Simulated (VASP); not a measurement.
Wanted: the native input for a VASP 6.6.1 run.

| Quantity | Value |
| --- | --- |
| Task | relaxation of cell and atoms |
| Functional | PBEsol |
| Potentials or basis | VASP PAW PBE potentials, release 64 (Ti_sv, N) |
| Cutoff | 600 eV |
| k mesh | 18 × 18 × 18 |
| Occupations | gaussian, width 0.1 eV |
| Spin | no spin polarisation |
| Target pressure | 3 GPa |
| Dipole correction | no |
| Further INCAR settings | ALGO = Normal; EDIFF = 1e-06; IBRION = 2; EDIFFG = -0.008; NSW = 70; ISIF = 3 |

The structure of TiN lies in POSCAR:

```
TiN
1.0
    0.0000000000      2.0822192105      2.0822192105
    2.0822192105      0.0000000000      2.0822192105
    2.0822192105      2.0822192105      0.0000000000
Ti N
1 1
Direct
    0.0000000000      0.0000000000      0.0000000000
    0.5000000000      0.5000000000      0.5000000000
```

One way to write it, as run:

INCAR

```
ALGO = Normal
EDIFF = 1E-6
EDIFFG = -0.008
ENCUT = 600
GGA = PS
IBRION = 2
ISIF = 3
ISMEAR = 0
LASPH = True
LCHARG = False
LREAL = False
LWAVE = False
NELM = 60
NSW = 70
PREC = Accurate
PSTRESS = 30.0
SIGMA = 0.1
```

KPOINTS

```
k-points
0
Gamma
  18 18 18
```

Potentials or basis: VASP PAW PBE potentials, release 64 (Ti_sv, N).

Run with:

```bash
$ cat potpaw_PBE.64/Ti_sv/POTCAR potpaw_PBE.64/N/POTCAR > POTCAR
$ mpirun -np 1 vasp_std > vasp.out
```

It gave:

```json
{
  "Relaxed volume": "9.21 Å³/atom",
  "Relaxed cell": "a = 2.964 Å, b = 2.964 Å, c = 2.964 Å, α = 60.00°, β = 60.00°, γ = 60.00°",
  "Space group after relaxing (to 0.05 Å)": "Fm-3m (No. 225)",
  "Energy change on relaxing (the enthalpy is what falls)": "-7.0 meV/atom",
  "Ionic steps": "3",
  "Pressure after relaxing": "3.0 GPa"
}
```

Caveat: the cell is relaxed towards a set pressure, so the enthalpy falls and the energy may rise; the PAW data sets were made with another functional, which shifts forces and pressure a little.

Run time: 52 s on 1 thread of Intel(R) Xeon(R) 6975P-C (Granite Rapids) (shared host), peak memory 0.19 GiB.
